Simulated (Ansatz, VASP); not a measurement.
## As in VASP and in Ansatz

```xyz
2
Lattice="1.9287 1.1135 3.6556 -1.9287 1.1135 3.6556 0.0000 -2.2270 3.6556" Properties=species:S:1:pos:R:3 pbc="T T T"
As    0.0000    0.0000    8.4852
As    0.0000    0.0000    2.4817
```

Alike in both runs: task single point; functional PBE; k mesh 16 × 16 × 16; occupations fermi-dirac, width 0.1 eV; no spin polarisation.

```csv
,VASP,Ansatz
version,VASP 6.6.1,Ansatz 0.2.0
potentials or method,"VASP PAW PBE potentials, release 64 (As), cutoff 520 eV","plane waves (420 eV) with PAW, scalar-relativistic"
valence electrons in the cell,10,30
```

```csv
,VASP,Ansatz,Ansatz less VASP
pressure (GPa),-2.2,-2.4,-0.19
"traceless stress, the component that is largest in VASP (GPa)",0.55,0.61,+0.053
```

With one functional, cell and mesh, what is left measures potentials, basis and numerics. VASP's potentials hold 10 valence electrons a cell and Ansatz's 30, so a difference there can come from the potentials and not from the codes.
